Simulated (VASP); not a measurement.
Write the native input for VASP 6.6.1 that does the following.

```yaml
Task: relaxation of cell and atoms
Functional: PBE
Potentials_or_basis: VASP PAW PBE potentials, release 64 (Hf_pv, O)
Cutoff: 600 eV
k_mesh: 6 × 6 × 8
Occupations: gaussian, width 0.02 eV
Spin: no spin polarisation
Target_pressure: 4 GPa
Dipole_correction: no
Further_INCAR_settings: ALGO = Normal; EDIFF = 1e-06; IBRION = 2; EDIFFG = -0.008; NSW = 70; ISIF = 3
```

The structure of HfO2 lies in POSCAR:

```
HfO2
1.0
    4.8485335224      0.0000000000      0.0000000000
    0.0000000000      4.8485335224      0.0000000000
    0.0000000000      0.0000000000      3.2190846916
Hf O
2 4
Direct
    0.0000000000      0.0000000000      0.0000000000
    0.5000000000      0.5000000000      0.5000000000
    0.1948870342      0.8051129658      0.5000000000
    0.3051129658      0.3051129658      0.0000000000
    0.6948870342      0.6948870342      0.0000000000
    0.8051129658      0.1948870342      0.5000000000
```

These files were run (other wordings do the same):

INCAR

```
SYSTEM = HfO2
  PREC = Accurate
  ENCUT = 600
  EDIFF = 1E-6
  ISMEAR = 0
  SIGMA = 0.02
  LREAL = .FALSE.
  LASPH = .TRUE.
  NELM = 80
  ALGO = Normal
  ISIF = 3
  LWAVE = .FALSE.
  LCHARG = .FALSE.
  GGA = PE
  IBRION = 2
  NSW = 70
  EDIFFG = -0.008
  PSTRESS = 40.0
```

KPOINTS

```
regular mesh
0
G
  6 6 8
  0 0 0
```

Potentials or basis: VASP PAW PBE potentials, release 64 (Hf_pv, O).

The run is started by

```sh
$ cat potpaw_PBE.64/Hf_pv/POTCAR potpaw_PBE.64/O/POTCAR > POTCAR
$ mpirun -np 1 vasp_std > vasp.out
```

Results of the run:

| Quantity | Value |
| --- | --- |
| Relaxed volume | 12.45 Å³/atom |
| Relaxed cell | a = 4.822 Å, b = 4.822 Å, c = 3.211 Å, α = 90.00°, β = 90.00°, γ = 90.00° |
| Space group after relaxing (to 0.05 Å) | P4_2/mnm (No. 136) |
| Energy change on relaxing (the enthalpy is what falls) | +2.6 meV/atom |
| Ionic steps | 8 |
| Pressure after relaxing | 4.0 GPa |
| Largest force after relaxing | 0.005 eV/Å |
| Band gap on the k mesh | 3.96 eV, direct |

Caveat: the cell is relaxed towards a set pressure, so the enthalpy falls and the energy may rise; spin-orbit coupling is left out, which moves the levels of the heavy elements.

It took 12 min on 1 thread of Oxide Virtual Turin-like Processor, on a shared host, peak memory 0.25 GiB.
